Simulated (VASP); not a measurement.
ZrB: single point with LDA

ZrB:

```
CELL_PARAMETERS angstrom
0.00000 2.38433 2.38433
2.38433 0.00000 2.38433
2.38433 2.38433 0.00000
ATOMIC_POSITIONS crystal
Zr 0.00000 0.00000 0.00000
B 0.50000 0.50000 0.50000
```

This cell differs from its parent crystal: functional LDA, strained.

* Program: VASP 6.6.1
* Task: single point
* Functional: LDA
* Potentials or basis: VASP PAW LDA potentials, release 64 (Zr_sv, B)
* Cutoff: 520 eV
* k mesh: 16 × 16 × 16
* Occupations: gaussian, width 0.1 eV
* Spin: no spin polarisation
* Dipole correction: no
* Further INCAR settings: ALGO = Normal; EDIFF = 1e-06; NBANDS = 14

- Pressure: 7.8 GPa

Levels at points of the mesh, in eV from the Fermi level:
```csv
k point,band 5,band 6,band 7,band 8,band 9,band 10,band 11,band 12
"(0.00, 0.00, 0.00)",-8.10,1.79,1.79,1.79,3.41,3.41,3.62,3.62
"(0.50, 0.00, 0.00)",-4.00,-3.75,-1.29,-1.29,5.25,5.25,6.68,7.96
"(0.50, 0.50, 0.00)",-6.19,-0.97,-0.51,2.30,2.30,5.02,6.28,6.28
```

Run time: 28 s on 1 thread of Intel(R) Xeon(R) 6975P-C (Granite Rapids) (shared host), peak memory 0.18 GiB.

Caveat: the cell differs from its parent crystal (functional LDA, strained).
